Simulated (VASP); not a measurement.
# Al12O in VASP: notebook

The runs below take Al12O through single point, with LDA.

Everything below comes from runs of VASP 6.6.1. Logs are shortened: lines on timing, memory, paths and dates and some standing lists are left out, and cuts for length are marked.

## 1. The cell of the first run

The cell holds a slab with vacuum, 13 atoms: a = 5.728 Å, b = 5.728 Å, c = 17.677 Å, α = 90.00°, β = 90.00°, γ = 60.00°.

## 2. Single point, LDA

Contents of INCAR:

```
SYSTEM = Al12O
  PREC = Accurate
  ENCUT = 520
  EDIFF = 1E-6
  ISMEAR = 0
  SIGMA = 0.1
  LREAL = .False.
  LASPH = .True.
  NELM = 80
  ALGO = Normal
  ISIF = 2
  LWAVE = .False.
  LCHARG = .False.
  GGA = CA
  NBANDS = 33
```

Contents of KPOINTS:

```
Automatic mesh
0
Gamma
  3 3 1
  0 0 0
```

Contents of POSCAR:

```
Al12O
1.0
    5.7275650000      0.0000000000      0.0000000000
    2.8637820000      4.9602170000      0.0000000000
    0.0000000000      0.0000000000     17.6765370000
Al O
12 1
Direct
    0.1666666208      0.1666667003      0.0565722234
    0.6666667081      0.1666667003      0.0565722234
    0.1666666712      0.6666665995      0.0565722234
    0.6666667585      0.6666665995      0.0565722234
   -0.1568998824      0.2872188858      0.1892998612
    0.3502270284      0.2778688916      0.1913311980
   -0.1544441679      0.7761547529      0.1887317635
    0.3316420146      0.7883312363      0.1872815925
   -0.1383126957      0.0224199869      0.3175302380
    0.3394312067      0.0393125946      0.3258952248
   -0.1216311204      0.5136962758      0.3237354127
    0.3519749629      0.5250024344      0.3265796349
    0.5406092043      0.6946222312      0.3633212207
```

Potentials or basis: VASP PAW LDA potentials, release 64 (Al, O).

Launch:

```bash
cat potpaw_LDA.64/Al/POTCAR potpaw_LDA.64/O/POTCAR > POTCAR
mpirun -np 1 vasp_std > vasp.out
```

OUTCAR:

```text
SYSTEM = Al12O
   PREC = Accurate
   ENCUT = 520
   EDIFF = 1E-6
   ISMEAR = 0
   LREAL = .False.
   LASPH = .True.
   NELM = 80
   ISIF = 2
   GGA = CA

 ion  position               nearest neighbor table
   1  0.167  0.167  0.057-   6 2.80   5 2.85   2 2.86   4 2.86   3 2.86   3 2.86   2 2.86   4 2.86
                             8 2.98
   2  0.667  0.167  0.057-   5 2.77   1 2.86   4 2.86   3 2.86   3 2.86   4 2.86   1 2.86   6 2.87
                             7 3.04
   3  0.167  0.667  0.057-   8 2.72   7 2.84   4 2.86   1 2.86   2 2.86   2 2.86   1 2.86   4 2.86
                             6 3.07
   4  0.667  0.667  0.057-   7 2.75   8 2.86   3 2.86   1 2.86   2 2.86   2 2.86   3 2.86   1 2.86
                             5 3.01
   5  0.843  0.287  0.189-   9 2.70  11 2.76   2 2.77   7 2.81   8 2.83   6 2.85   1 2.85   6 2.88
                             8 2.90   7 2.92   4 3.01
   6  0.350  0.278  0.191-  10 2.76  12 2.78   1 2.80   5 2.85   7 2.86   8 2.86   2 2.87   7 2.87
                             8 2.87   5 2.88   3 3.07  11 3.31
   7  0.846  0.776  0.189-   9 2.70   4 2.75  11 2.78   5 2.81   8 2.82   3 2.84   6 2.86   6 2.87
                             8 2.91   5 2.92   2 3.04
   8  0.332  0.788  0.187-   3 2.72   7 2.82   5 2.83  10 2.85   4 2.86  12 2.86   6 2.86   6 2.87
                             5 2.90   7 2.91   1 2.98   9 3.28
   9  0.862  0.022  0.318-   5 2.70   7 2.70  10 2.79  12 2.83  11 2.86  11 2.87  12 2.90  10 2.95
                             8 3.28
  10  0.339  0.039  0.326-  13 1.84  11 2.68   6 2.76   9 2.79  12 2.82   8 2.85  12 2.91   9 2.95
                            11 3.05
  11  0.878  0.514  0.324-  13 1.82  10 2.68  12 2.75   5 2.76   7 2.78   9 2.86   9 2.87  12 2.98
                            10 3.05   6 3.31
  12  0.352  0.525  0.327-  13 1.89  11 2.75   6 2.78  10 2.82   9 2.83   8 2.86   9 2.90  10 2.91
                            11 2.98
  13  0.541  0.695  0.363-  11 1.82  10 1.84  12 1.89

  LATTYP: Found a hexagonal cell.
 ALAT       =     5.7275649303
 C/A-ratio  =     3.0862220185

  Lattice vectors:

 A1 = (  -2.8637820000,  -4.9602170000,   0.0000000000)
 A2 = (   5.7275650000,   0.0000000000,   0.0000000000)
 A3 = (   0.0000000000,   0.0000000000,  17.6765370000)

Analysis of symmetry for initial positions (statically):
=====================================================================
 Subroutine PRICEL returns:
 Original cell was already a primitive cell.

 Routine SETGRP: Setting up the symmetry group for a
 hexagonal supercell.

 Subroutine GETGRP returns: Found  1 space group operations
 (whereof  1 operations were pure point group operations)
 out of a pool of 24 trial point group operations.

The static configuration has the point symmetry C_1 .

Analysis of symmetry for dynamics (positions and initial velocities):
=====================================================================
 Subroutine PRICEL returns:
 Original cell was already a primitive cell.

 Routine SETGRP: Setting up the symmetry group for a
 hexagonal supercell.

 Subroutine GETGRP returns: Found  1 space group operations
 (whereof  1 operations were pure point group operations)
 out of a pool of 24 trial point group operations.

The dynamic configuration has the point symmetry C_1 .

 Subroutine INISYM returns: Found  1 space group operations
 (whereof  1 operations are pure point group operations),
 and found     1 'primitive' translations

----------------------------------------------------------------------------------------

                                     Primitive cell

  volume of cell :     502.1898

  direct lattice vectors                    reciprocal lattice vectors
     5.727565000  0.000000000  0.000000000     0.174594265 -0.100802024  0.000000000
     2.863782000  4.960217000  0.000000000     0.000000000  0.201604083  0.000000000
     0.000000000  0.000000000 17.676537000     0.000000000  0.000000000  0.056572167

  length of vectors
     5.727565000  5.727564930 17.676537000     0.201604081  0.201604083  0.056572167

  position of ions in fractional coordinates (direct lattice)
     0.166666621  0.166666700  0.056572223
     0.666666708  0.166666700  0.056572223
     0.166666671  0.666666599  0.056572223
     0.666666758  0.666666599  0.056572223
     0.843100118  0.287218886  0.189299861
     0.350227028  0.277868892  0.191331198
     0.845555832  0.776154753  0.188731764
     0.331642015  0.788331236  0.187281592
     0.861687304  0.022419987  0.317530238
     0.339431207  0.039312595  0.325895225
     0.878368880  0.513696276  0.323735413
     0.351974963  0.525002434  0.326579635
     0.540609204  0.694622231  0.363321221

  ion indices of the primitive-cell ions
   primitive index   ion index
                 1           1
                 2           2
                 3           3
                 4           4
                 5           5
                 6           6
                 7           7
                 8           8
                 9           9
                10          10
                11          11
                12          12
                13          13

----------------------------------------------------------------------------------------

 KPOINTS: Automatic mesh

Automatic generation of k-mesh.
 Grid dimensions read from file:
 generate k-points for:    3    3    1

 Generating k-lattice:

  Cartesian coordinates                     Fractional coordinates (reciprocal lattice)
     0.058198088 -0.033600675  0.000000000     0.333333333  0.000000000  0.000000000
     0.000000000  0.067201361  0.000000000     0.000000000  0.333333333  0.000000000
     0.000000000  0.000000000  0.056572167     0.000000000  0.000000000  1.000000000

  Length of vectors
     0.067201360  0.067201361  0.056572167

  Shift w.r.t. Gamma in fractional coordinates (k-lattice)
     0.000000000  0.000000000  0.000000000

 Subroutine IBZKPT returns following result:
 ===========================================

 Found      5 irreducible k-points:

 Following reciprocal coordinates:
            Coordinates               Weight
  0.000000  0.000000  0.000000      1.000000
  0.333333  0.000000  0.000000      2.000000
  0.333333  0.333333  0.000000      2.000000
  0.000000  0.333333  0.000000      2.000000
 -0.333333  0.333333  0.000000      2.000000
   k-points           NKPTS =      5   k-points in BZ     NKDIM =      5   number of bands    NBANDS=     33
   number of dos      NEDOS =    301   number of ions     NIONS =     13
   total plane-waves  NPLWV = 322560
   dimension x,y,z NGX =    48 NGY =   48 NGZ =  140
   dimension x,y,z NGXF=    96 NGYF=   96 NGZF=  280
   ions per type =              12   1
   NGX,Y,Z   is equivalent  to a cutoff of  13.93, 13.93, 13.17 a.u.
   NGXF,Y,Z  is equivalent  to a cutoff of  27.86, 27.86, 26.33 a.u.
 SYSTEM =  Al12O
   PREC   = accura    normal or accurate (medium, high low for compatibility)
   ISTART =      0    job   : 0-new  1-cont  2-samecut
   ICHARG =      2    charge: 1-file 2-atom 10-const
   ISPIN  =      1    spin polarized calculation?
   LNONCOLLINEAR =      F non collinear calculations
   LSORBIT =      F    spin-orbit coupling
   LASPH  =      T    aspherical Exc in radial PAW
   ENCUT  =  520.0 eV  38.22 Ry    6.18 a.u.  10.65 10.65 32.87*2*pi/ulx,y,z
   NELM   =     80;   NELMIN=  2; NELMDL= -5     # of ELM steps
   EDIFF  = 0.1E-05   stopping-criterion for ELM
   LREAL  =      F    real-space projection
   EDIFFG = 0.1E-04   stopping-criterion for IOM
   NSW    =      0    number of steps for IOM
   IBRION =     -1    ionic relax: 0-MD 1-quasi-New 2-CG
   NFREE  =      0    steps in history (QN), initial steepest desc. (CG)
   ISIF   =      2    stress and relaxation
   ISYM   =      2    0-nonsym 1-usesym 2-fastsym
   POTIM  = 0.5000    time-step for ionic-motion
   TEBEG  =    0.0;   TEEND  =   0.0 temperature during run
   PSTRESS=    0.0 pullay stress
   NELECT =      42.0000    total number of electrons
   NUPDOWN=      -1.0000    fix difference up-down
   EMIN   =  10.00;   EMAX   =-10.00  energy-range for DOS
   EFERMI =   0.00;   METHOD = LEGACY
   ISMEAR =     0;   SIGMA  =   0.10  broadening in eV -4-tet -1-fermi 0-gaus
   EFERMI_NEDOS =   21; number of points for ismear=-14 and -15
   IALGO  =     38    algorithm
   IMIX   =      4    mixing-type and parameters
     AMIX     =   0.40;   BMIX     =  1.00
     AMIX_MAG =   1.60;   BMIX_MAG =  1.00
  volume/ion in A,a.u.               =      38.63       260.69
  Fermi-wavevector in a.u.,A,eV,Ry     =   0.715927  1.352906  6.973683  0.512551
  Thomas-Fermi vector in A             =   1.804215
   LORBIT       =      0    0 simple, 1 ext, 2 COOP (PROOUT), +10 PAW based schemes
   GGA     = CA    functional components
   LHFCALC =     F    Hartree Fock is set to
   AEXX    =    0.0000 exact exchange contribution
   IVDW    =     0    specifies the selected vdW correction
   LEPSILON=     F    determine dielectric tensor
   LRPA    =     F    only Hartree local field effects (RPA)
 non-spin polarized calculation
 Gauss-broadening in eV      SIGMA  =   0.10
  energy-cutoff  :      520.00
  volume of cell :      502.19
 maximum number of plane-waves:     13577
 NGX is ok and might be reduce to    42
   NGX = 21   NGY = 21   NGZ = 65

 number of electron      42.0000000 magnetization

 Free energy of the ion-electron system (eV)
  ---------------------------------------------------
  ext. energy  EPLUGINS =         0.00000000
  ---------------------------------------------------
  free energy    TOTEN  =       -56.73561682 eV

  energy without entropy =      -56.70986275  energy(sigma->0) =      -56.72273978

 E-fermi :   0.7742     XC(G=0):  -5.2175

 val. band max:        0.6937513620   @ k =   0.0000   0.3333   0.0000
 cond. band min:       0.8449934648   @ k =   0.3333   0.0000   0.0000
 fundamental gap:      0.1512421028
 Fermi energy:         0.7741715204

 k-point     1 :       0.0000    0.0000    0.0000
  band No.  band energies     occupation
      1     -19.3143      2.00000
      2      -9.5690      2.00000
      3      -7.7709      2.00000
      4      -6.5928      2.00000
      5      -6.3139      2.00000
      6      -5.2216      2.00000
[... 25 lines left out ...]
     32       4.0886      0.00000
     33       4.4710      0.00000

 k-point     2 :       0.3333    0.0000    0.0000
  band No.  band energies     occupation
      1     -19.3099      2.00000
      2      -8.9610      2.00000
      3      -7.6030      2.00000
      4      -6.9478      2.00000
      5      -6.5120      2.00000
      6      -6.2587      2.00000
[... 25 lines left out ...]
     32       4.0215      0.00000
     33       4.4645      0.00000

 k-point     3 :       0.3333    0.3333    0.0000
  band No.  band energies     occupation
      1     -19.3102      2.00000
      2      -8.9474      2.00000
      3      -7.4966      2.00000
      4      -6.9906      2.00000
      5      -6.7119      2.00000
      6      -6.1796      2.00000
[... 25 lines left out ...]
     32       4.0226      0.00000
     33       4.3899      0.00000

 k-point     4 :       0.0000    0.3333    0.0000
  band No.  band energies     occupation
      1     -19.3100      2.00000
      2      -8.9525      2.00000
      3      -7.5600      2.00000
      4      -6.9644      2.00000
      5      -6.6009      2.00000
      6      -6.2267      2.00000
[... 25 lines left out ...]
     32       4.0699      0.00000
     33       4.3487      0.00000

 k-point     5 :      -0.3333    0.3333    0.0000
  band No.  band energies     occupation
      1     -19.3079      2.00000
      2      -7.9566      2.00000
      3      -7.8201      2.00000
      4      -7.5058      2.00000
      5      -6.8609      2.00000
      6      -6.7000      2.00000
[... 25 lines left out ...]
     32       4.0354      0.00000
     33       4.2595      0.00000

------------------------ aborting loop because EDIFF is reached ----------------------------------------

  FORCE on cell =-STRESS in cart. coord.  units (eV):
  Direction    XX          YY          ZZ          XY          YZ          ZX
  --------------------------------------------------------------------------------------
  -------------------------------------------------------------------------------------
  Total       -6.5970464    -10.1083402     -0.6457717     -0.3566273     -0.5149156      1.9609266
  in kB      -21.0470984    -32.2494670     -2.0602585     -1.1377775     -1.6427774      6.2561051
  external PRESSURE =     -18.4522746 kB  Pullay stress =       0.0000000 kB

 VOLUME and BASIS-vectors are now :
 -----------------------------------------------------------------------------
  energy-cutoff  :      520.00
  volume of cell :      502.19
      direct lattice vectors                 reciprocal lattice vectors
     5.727565000  0.000000000  0.000000000     0.174594265 -0.100802024  0.000000000
     2.863782000  4.960217000  0.000000000     0.000000000  0.201604083  0.000000000
     0.000000000  0.000000000 17.676537000     0.000000000  0.000000000  0.056572167

 POSITION                                       TOTAL-FORCE (eV/Angst)
 -----------------------------------------------------------------------------------
      1.43189      0.82670      1.00000        -0.016116     -0.202966      0.090984
      4.29567      0.82670      1.00000        -0.197280      0.024702     -0.020333
      2.86378      3.30681      1.00000         0.114172     -0.024852     -0.005459
      5.72757      3.30681      1.00000        -0.259538      0.045274      0.177965
      5.65144      1.42467      3.34617        -0.032593      0.118203     -0.048243
      2.80170      1.37829      3.38207        -0.040140      0.110657     -0.040271
      7.06571      3.84990      3.33612        -0.046421      0.111178     -0.048941
      4.15711      3.91029      3.31049        -0.051558      0.116910     -0.077299
      4.99958      0.11121      5.61284         0.160733     -0.032412     -0.044882
      2.05670      0.19500      5.76070         0.170956      0.055287     -0.016652
      6.50203      2.54805      5.72252         0.247395     -0.042538     -0.035992
      3.51945      2.60413      5.77280         0.143701     -0.025123      0.049614
      5.08562      3.44548      6.42226        -0.193310     -0.254320      0.019510
 -----------------------------------------------------------------------------------
    total drift:                               -0.000474      0.000098      0.000176

  FREE ENERGIE OF THE ION-ELECTRON SYSTEM (eV)
  ---------------------------------------------------
  free  energy   TOTEN  =       -56.7356168168 eV

  energy  without entropy=      -56.7098627529  energy(sigma->0) =      -56.72273978
```

Run time: 1.8 min. Hardware: 1 thread of Intel Xeon 6975P-C (Granite Rapids), shared host; peak memory 0.48 GiB.

Results:

```
Free energy            : -56.7356 eV
Largest force          : 0.320 eV/Å
Band gap on the k mesh : zero (bands 21 and 22 overlap by 0.54 eV)
```

Forces on the atoms (eV/Å):
```
Al  -0.016 -0.203  0.091
Al  -0.197  0.025 -0.020
Al   0.114 -0.025 -0.005
Al  -0.260  0.045  0.178
Al  -0.033  0.118 -0.048
Al  -0.040  0.111 -0.040
Al  -0.046  0.111 -0.049
Al  -0.052  0.117 -0.077
Al   0.161 -0.032 -0.045
Al   0.171  0.055 -0.017
Al   0.247 -0.043 -0.036
Al   0.144 -0.025  0.050
O   -0.193 -0.254  0.020
```

Levels at points of the mesh, in eV from the Fermi level:
```tsv
k point	band 19	band 20	band 21	band 22	band 23	band 24
(0.00, 0.00, 0.00)	-2.10	-1.44	-0.57	-0.47	-0.40	0.67
```

Caveat: the k points lie up to 0.42 Å⁻¹ apart, too coarse for converged energies and pressures of a metal.

[end of part 1 of 2]
